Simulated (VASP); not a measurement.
The system is Cd.

```
CELL_PARAMETERS angstrom
2.95888 0.00000 0.00000
-1.47944 2.56246 0.00000
0.00000 0.00000 5.57995
ATOMIC_POSITIONS crystal
Cd 0.66667 0.33333 0.75000
Cd 0.33333 0.66667 0.25000
```

Base run:

```yaml
Program: VASP 6.6.1
Functional: PBEsol
Potentials_or_basis: VASP PAW PBE potentials, release 64 (Cd)
Cutoff: 520 eV
k_mesh: 10 × 10 × 5
Occupations: fermi-dirac, width 0.05 eV
Spin: no spin polarisation
```

Its results: band gap on the k mesh zero (band 12 reaches 3.97 eV, above the bottom of band 13 at -0.09 eV); pressure -0.1 GPa.

Problem. The run is repeated on the same cell with these changes: functional from PBEsol to r2SCAN. What comes out?

Solution. Band gap on the k mesh zero (band 12 reaches 4.20 eV, above the bottom of band 13 at -0.08 eV); pressure 2.2 GPa.

Caveats: the PAW data sets were made with another functional, which shifts forces and pressure a little.
